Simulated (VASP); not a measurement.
Crystal: LiH.

```xyz
4
Lattice="0.0114 -0.0143 2.6017 2.7383 0.0066 0.0124 0.0114 4.8945 -0.0268" Properties=species:S:1:pos:R:3 pbc="T T T"
Li    1.4937    0.9387   -0.0267
Li    0.0826    3.1855    0.0607
H     2.7201    0.0800    1.2704
H     1.2068    2.3206    1.2863
```

```yaml
Program: VASP 6.6.1
Task: relaxation of cell and atoms
Functional: PBE
Potentials_or_basis: VASP PAW PBE potentials, release 64 (Li_sv, H)
Cutoff: 600 eV
k_mesh: 6 × 6 × 4
Occupations: gaussian, width 0.1 eV
Spin: no spin polarisation
```

At the start: pressure -0.7 GPa; volume 8.72 Å³/atom.

**Question.** How do energy, volume and symmetry change on relaxing?

**Answer.** Over 10 steps the energy falls by 37.0 meV/atom and the volume is 8.32 Å³/atom (-4.6 %); space group P1 (No. 1, to 0.1 Å) before, P2_1 (No. 4, to 0.1 Å).

The path:
```tsv
step	energy change (eV)	largest force (eV/Å)	pressure (GPa)	volume (Å³)
1	0.0000	0.6397	-0.66	34.87
2	-0.0453	0.4652	-0.71	34.69
3	-0.1089	0.2604	-0.51	34.13
4	-0.1094	0.2491	-0.47	34.08
5	-0.1251	0.1947	-0.36	33.80
6	-0.1362	0.1319	-0.06	33.29
7	-0.1431	0.0886	0.10	33.12
8	-0.1447	0.0858	0.24	32.99
9	-0.1470	0.0488	0.11	33.12
10	-0.1481	0.0228	-0.04	33.28
```

Final structure:
```cif
data_structure
_symmetry_space_group_name_H-M 'P 1'
_symmetry_Int_Tables_number 1
_cell_length_a 2.5355
_cell_length_b 2.7516
_cell_length_c 4.7773
_cell_angle_alpha 90.011
_cell_angle_beta 90.743
_cell_angle_gamma 86.849
_cell_volume 33.28
loop_
_atom_site_label
_atom_site_type_symbol
_atom_site_fract_x
_atom_site_fract_y
_atom_site_fract_z
_atom_site_occupancy
Li1 Li 0.98341 0.50060 0.16593 1
Li2 Li 0.01959 0.99722 0.66596 1
H1 H 0.48233 0.00218 0.00155 1
H2 H 0.51467 0.50000 0.49990 1
```

Caveat: the cutoff is under 1.25 times the usual one of these potentials, so pressure, stress and relaxed cells hold a basis-set (Pulay) error.
